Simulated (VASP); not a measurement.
# Co3Bi (Fm-3m) in VASP: notebook

The runs below take Co3Bi through single point, relaxation of cell and atoms, with PBE, r2SCAN.

All numbers are computed with VASP 6.6.1; they aren't measurements. Logs are shortened: lines on timing, memory, paths and dates and some standing lists are left out, and cuts for length are marked.

**1. The cell of the first run**

Symmetry: Fm-3m, No. 225, cubic system. The conventional cell has a = 6.324 Å, b = 6.324 Å, c = 6.324 Å, α = 90.00°, β = 90.00°, γ = 90.00°. Co (site symmetry -43m) has 10 Co at 2.74 to 3.16 Å and 4 Bi at 2.74 Å within 3.6 Å. Within 3.6 Å of Co (site symmetry m-3m) lie 8 Co at 2.74 Å and 6 Bi at 3.16 Å. Bi (site symmetry m-3m) has 14 Co at 2.74 to 3.16 Å within 3.6 Å.

**2. Single point, PBE, collinear spin, ferromagnetic start**

File INCAR:

```
  PREC = Accurate
  ENCUT = 520
  EDIFF = 1E-6
  ISMEAR = 0
  SIGMA = 0.1
  LREAL = False
  LASPH = True
  NELM = 150
  ALGO = Normal
  ISIF = 2
  LWAVE = False
  LCHARG = True
  ISPIN = 2
  MAGMOM = 2 2 2 0
  LORBIT = 11
  LMAXMIX = 4
  GGA = PE
  LELF = True
  LVHAR = True
  NBANDS = 33
```

File KPOINTS:

```
Automatic mesh
0
Gamma
  6 6 6
```

File POSCAR:

```
Co3Bi
1.0
    0.0000000000      3.1619751678      3.1619751678
    3.1619751678      0.0000000000      3.1619751678
    3.1619751678      3.1619751678      0.0000000000
Co Bi
3 1
Direct
    0.2500000000      0.2500000000      0.2500000000
    0.7500000000      0.7500000000      0.7500000000
    0.5000000000      0.5000000000      0.5000000000
    0.0000000000      0.0000000000      0.0000000000
```

Potentials or basis: VASP PAW PBE potentials, release 64 (Co, Bi_d).

Started as:

```bash
$ cat potpaw_PBE.64/Co/POTCAR potpaw_PBE.64/Bi_d/POTCAR > POTCAR
$ mpirun -np 1 vasp_std > vasp.out
```

OUTCAR:

```text
PREC = Accurate
   ENCUT = 520
   EDIFF = 1E-6
   ISMEAR = 0
   LREAL = False
   LASPH = True
   NELM = 150
   ISIF = 2
   ISPIN = 2
   LORBIT = 11
   GGA = PE

 ion  position               nearest neighbor table
   1  0.250  0.250  0.250-   4 2.74   4 2.74   4 2.74   3 2.74   4 2.74   3 2.74   3 2.74   3 2.74

   2  0.750  0.750  0.750-   3 2.74   3 2.74   3 2.74   3 2.74   4 2.74   4 2.74   4 2.74   4 2.74

   3  0.500  0.500  0.500-   1 2.74   1 2.74   1 2.74   1 2.74   2 2.74   2 2.74   2 2.74   2 2.74
                             4 3.16   4 3.16   4 3.16   4 3.16   4 3.16   4 3.16
   4  0.000  0.000  0.000-   2 2.74   2 2.74   2 2.74   1 2.74   2 2.74   1 2.74   1 2.74   1 2.74
                             3 3.16   3 3.16   3 3.16   3 3.16   3 3.16   3 3.16

  LATTYP: Found a face centered cubic cell.
 ALAT       =     6.3239503356

  Lattice vectors:

 A1 = (   0.0000000000,   3.1619751678,   3.1619751678)
 A2 = (   3.1619751678,   0.0000000000,   3.1619751678)
 A3 = (   3.1619751678,   3.1619751678,   0.0000000000)

Analysis of symmetry for initial positions (statically):
=====================================================================
 Subroutine PRICEL returns:
 Original cell was already a primitive cell.

 Routine SETGRP: Setting up the symmetry group for a
 face centered cubic supercell.

 Subroutine GETGRP returns: Found 48 space group operations
 (whereof 48 operations were pure point group operations)
 out of a pool of 48 trial point group operations.

The static configuration has the point symmetry O_h .

Analysis of symmetry for dynamics (positions and initial velocities):
=====================================================================
 Subroutine PRICEL returns:
 Original cell was already a primitive cell.

 Routine SETGRP: Setting up the symmetry group for a
 face centered cubic supercell.

 Subroutine GETGRP returns: Found 48 space group operations
 (whereof 48 operations were pure point group operations)
 out of a pool of 48 trial point group operations.

The dynamic configuration has the point symmetry O_h .

Analysis of structural, dynamic, and magnetic symmetry:
=====================================================================
 Subroutine PRICEL returns:
 Original cell was already a primitive cell.

 Routine SETGRP: Setting up the symmetry group for a
 face centered cubic supercell.

[... 123 lines left out ...]
   LORBIT       =     11    0 simple, 1 ext, 2 COOP (PROOUT), +10 PAW based schemes
   GGA     = PE    functional components
   LHFCALC =     F    Hartree Fock is set to
   AEXX    =    0.0000 exact exchange contribution
   IVDW    =     0    specifies the selected vdW correction
   LEPSILON=     F    determine dielectric tensor
   LRPA    =     F    only Hartree local field effects (RPA)
 spin polarized calculation
 Gauss-broadening in eV      SIGMA  =   0.10
  energy-cutoff  :      520.00
  volume of cell :       63.23
 maximum number of plane-waves:      1724
 NGX is ok and might be reduce to    36
   NGX = 17   NGY = 17   NGZ = 17

 number of electron      41.9999988 magnetization       4.5814455

 Free energy of the ion-electron system (eV)
  ---------------------------------------------------
  ext. energy  EPLUGINS =         0.00000000
  ---------------------------------------------------
  free energy    TOTEN  =       -23.03624358 eV

  energy without entropy =      -23.01901542  energy(sigma->0) =      -23.02762950

 E-fermi :   9.3106     XC(G=0): -12.0478

 val. band max:        9.3091608114   @ k =  -0.3333   0.1667   0.0000
 cond. band min:       9.3186835876   @ k =   0.1667   0.1667   0.0000
 fundamental gap:      0.0095227761
 Fermi energy:         9.3106256874

 spin component 1

 k-point     1 :       0.0000    0.0000    0.0000
  band No.  band energies     occupation
      1     -13.5385      1.00000
      2     -13.5385      1.00000
      3     -13.5385      1.00000
      4     -13.4895      1.00000
      5     -13.4895      1.00000
      6      -3.3708      1.00000
[... 565 lines left out ...]
     32      20.9198      0.00000
     33      21.4905      0.00000
 Fermi energy:         9.3106256874

 spin component 2

 k-point     1 :       0.0000    0.0000    0.0000
  band No.  band energies     occupation
      1     -13.5362      1.00000
      2     -13.5362      1.00000
      3     -13.5362      1.00000
      4     -13.4868      1.00000
      5     -13.4868      1.00000
      6      -3.3834      1.00000
[... 565 lines left out ...]
     32      20.9822      0.00000
     33      21.7088      0.00000

------------------------ aborting loop because EDIFF is reached ----------------------------------------

  FORCE on cell =-STRESS in cart. coord.  units (eV):
  Direction    XX          YY          ZZ          XY          YZ          ZX
  --------------------------------------------------------------------------------------
  -------------------------------------------------------------------------------------
  Total       -3.8806782     -3.8806782     -3.8806782     -0.0000000     -0.0000000      0.0000000
  in kB      -98.3360721    -98.3360721    -98.3360721     -0.0000000     -0.0000000      0.0000000
  external PRESSURE =     -98.3360721 kB  Pullay stress =       0.0000000 kB

 VOLUME and BASIS-vectors are now :
 -----------------------------------------------------------------------------
  energy-cutoff  :      520.00
  volume of cell :       63.23
      direct lattice vectors                 reciprocal lattice vectors
     0.000000000  3.161975168  3.161975168    -0.158129009  0.158129009  0.158129009
     3.161975168  0.000000000  3.161975168     0.158129009 -0.158129009  0.158129009
     3.161975168  3.161975168  0.000000000     0.158129009  0.158129009 -0.158129009

 POSITION                                       TOTAL-FORCE (eV/Angst)
 -----------------------------------------------------------------------------------
      1.58099      1.58099      1.58099         0.000000      0.000000      0.000000
      4.74296      4.74296      4.74296        -0.000000     -0.000000     -0.000000
      3.16198      3.16198      3.16198        -0.000000     -0.000000     -0.000000
      0.00000      0.00000      0.00000        -0.000000     -0.000000     -0.000000
 -----------------------------------------------------------------------------------
    total drift:                                0.000000      0.000000      0.000000

  FREE ENERGIE OF THE ION-ELECTRON SYSTEM (eV)
  ---------------------------------------------------
  free  energy   TOTEN  =       -23.0362435795 eV

  energy  without entropy=      -23.0190154231  energy(sigma->0) =      -23.02762950

 total charge

# of ion       s       p       d       tot
------------------------------------------
    1        0.358   0.322   7.337   8.017
    2        0.358   0.322   7.337   8.017
    3        0.356   0.298   7.239   7.893
    4        1.448   1.456   9.999  12.903
--------------------------------------------------
tot          2.519   2.397  31.913  36.830

 magnetization (x)

# of ion       s       p       d       tot
------------------------------------------
    1        0.011  -0.011   1.494   1.494
    2        0.011  -0.011   1.494   1.494
    3       -0.001  -0.009   1.745   1.735
    4        0.025  -0.012  -0.017  -0.004
--------------------------------------------------
tot          0.045  -0.043   4.716   4.718
```

OSZICAR:

```text
N       E                     dE             d eps       ncg     rms          rms(c)
DAV:   1     0.360303934004E+03    0.36030E+03   -0.19134E+04  2112   0.168E+03
DAV:   2     0.679691754677E+01   -0.35351E+03   -0.33758E+03  2122   0.386E+02
DAV:   3    -0.240240564868E+02   -0.30821E+02   -0.29750E+02  2364   0.133E+02
DAV:   4    -0.249195138837E+02   -0.89546E+00   -0.89393E+00  2459   0.229E+01
DAV:   5    -0.249641077236E+02   -0.44594E-01   -0.44591E-01  3145   0.415E+00    0.135E+01
DAV:   6    -0.259052023638E+02   -0.94109E+00   -0.25444E+01  2463   0.622E+01    0.183E+01
DAV:   7    -0.251988266584E+02    0.70638E+00   -0.13592E+01  2373   0.581E+01    0.286E+01
DAV:   8    -0.229972775225E+02    0.22015E+01   -0.16487E+01  2517   0.289E+01    0.403E+00
DAV:   9    -0.230545879709E+02   -0.57310E-01   -0.48629E-01  2444   0.673E+00    0.200E+00
DAV:  10    -0.230392603879E+02    0.15328E-01   -0.46955E-02  2711   0.238E+00    0.817E-01
DAV:  11    -0.230363872245E+02    0.28732E-02   -0.78481E-03  2854   0.882E-01    0.307E-01
DAV:  12    -0.230362313207E+02    0.15590E-03   -0.12675E-03  2431   0.329E-01    0.121E-01
DAV:  13    -0.230362478853E+02   -0.16565E-04   -0.11010E-04  2528   0.952E-02    0.572E-02
DAV:  14    -0.230362460802E+02    0.18051E-05   -0.17299E-05  2804   0.429E-02    0.226E-02
DAV:  15    -0.230362440122E+02    0.20680E-05   -0.59129E-06  2346   0.259E-02    0.720E-03
DAV:  16    -0.230362435795E+02    0.43265E-06   -0.81993E-07  1183   0.931E-03
   1 F= -.23036244E+02 E0= -.23027630E+02  d E =-.172282E-01  mag=     4.5813
```

stdout:

```text
POSCAR found type information on POSCAR CoBi
 POSCAR found :  2 types and       4 ions
 scaLAPACK will be used
 LDA part: xc-table for (Slater+PW92), standard interpolation
 POSCAR, INCAR and KPOINTS ok, starting setup
 FFT: planning ... GRIDC
 FFT: planning ... GRID_SOFT
 FFT: planning ... GRID
 WAVECAR not read
 entering main loop
```

Run time: 48 s. Hardware: 1 thread of Intel Xeon 6975P-C (Granite Rapids), shared host; peak memory 0.26 GiB.

What came out:

```yaml
Free_energy: -23.0362 eV
Pressure: -9.8 GPa
Net_moment: 4.58 μB per cell
Site_moments: Co +1.49, +1.74; Bi -0.00 μB
Valence_electrons_inside_the_program's_atomic_spheres: Co 8.02, 7.89; Bi 12.90
```

Levels at points of the mesh, in eV from the Fermi level:
Spin up:
```csv
k point,band 21,band 22,band 23,band 24,band 25,band 26
"(0.00, 0.00, 0.00)",-1.36,-0.91,2.13,2.13,2.13,4.12
"(0.50, 0.00, 0.00)",-1.34,-1.34,0.65,1.51,1.51,3.14
"(0.50, 0.50, 0.00)",-1.52,-1.37,-1.25,-1.25,0.89,2.35
```
Spin down:
```tsv
k point	band 15	band 16	band 17	band 18	band 19	band 20	band 21	band 22	band 23	band 24
(0.00, 0.00, 0.00)	-0.77	-0.15	-0.15	-0.15	0.14	0.14	0.47	0.47	2.64	2.64
(0.50, 0.00, 0.00)	-1.07	-0.63	-0.63	-0.04	-0.04	0.32	0.32	0.36	1.10	2.43
(0.50, 0.50, 0.00)	-0.93	-0.93	-0.67	-0.41	-0.34	0.28	0.43	0.43	0.44	0.57
```

Caveat: spin-orbit coupling is left out, which moves the levels of the heavy elements.

**3. Single point, r2SCAN**

This run uses another cell than the first one, of 14.35 Å³/atom, 0.908 times its volume.

File POSCAR:

```
Co3Bi
1.0
    0.0000000000      3.0616054462      3.0616054462
    3.0616054462      0.0000000000      3.0616054462
    3.0616054462      3.0616054462      0.0000000000
Co Bi
3 1
Direct
    0.2500000000      0.2500000000      0.2500000000
    0.7500000000      0.7500000000      0.7500000000
    0.5000000000      0.5000000000      0.5000000000
    0.0000000000      0.0000000000      0.0000000000
```

File INCAR.step1:

```
SYSTEM = Co3Bi
PREC = Accurate ; ENCUT = 520
ISMEAR = 0 ; SIGMA = 0.1
LREAL = .False. ; LASPH = .True.
NELM = 60 ; NBANDS = 29
GGA = PE ; ALGO = Normal
EDIFF = 1E-4 ; LWAVE = .True.
LCHARG = .False.
```

File INCAR.step2:

```
SYSTEM = Co3Bi
PREC = Accurate ; ENCUT = 520
EDIFF = 1E-6 ; ISMEAR = 0
SIGMA = 0.1 ; LREAL = .False.
LASPH = .True. ; NELM = 60
ALGO = Normal ; ISIF = 2
LWAVE = .False. ; LCHARG = .False.
METAGGA = R2SCAN ; LMIXTAU = .True.
NBANDS = 29 ; ISTART = 1
```

File KPOINTS:

```
Automatic mesh
0
Gamma
  12 12 12
  0 0 0
```

Potentials or basis: VASP PAW PBE potentials, release 64 (Co, Bi_d).

Started as:

```bash
$ cat potpaw_PBE.64/Co/POTCAR potpaw_PBE.64/Bi_d/POTCAR > POTCAR
$ cp INCAR.step1 INCAR
$ mpirun -np 1 vasp_std > vasp.out
$ cp INCAR.step2 INCAR
$ mpirun -np 1 vasp_std > vasp.out
```

Run time: 2.4 min. Hardware: 1 thread of Intel Xeon 6975P-C (Granite Rapids), shared host; peak memory 0.25 GiB.

It converged, with:

- Free energy: -94.7051 eV
- Pressure: -12.3 GPa
- Band gap on the k mesh: zero (band 21 reaches 10.36 eV, above the bottom of band 22 at 10.21 eV)

Levels at points of the mesh, in eV from the Fermi level:
| k point | band 19 | band 20 | band 21 | band 22 | band 23 | band 24 |
| --- | --- | --- | --- | --- | --- | --- |
| (0.00, 0.00, 0.00) | -0.29 | -0.19 | -0.19 | 0.16 | 3.09 | 3.09 |
| (0.50, 0.00, 0.00) | -0.36 | -0.24 | -0.24 | 0.02 | 1.77 | 2.65 |
| (0.50, 0.50, 0.00) | -0.61 | -0.30 | -0.22 | 0.00 | 0.11 | 0.11 |

Caveat: the PAW data sets were made with another functional, which shifts forces and pressure a little; spin-orbit coupling is left out, which moves the levels of the heavy elements. Spin polarisation is off, so any magnetic state and its effect on volume and gap are missing.

[end of part 1 of 2]
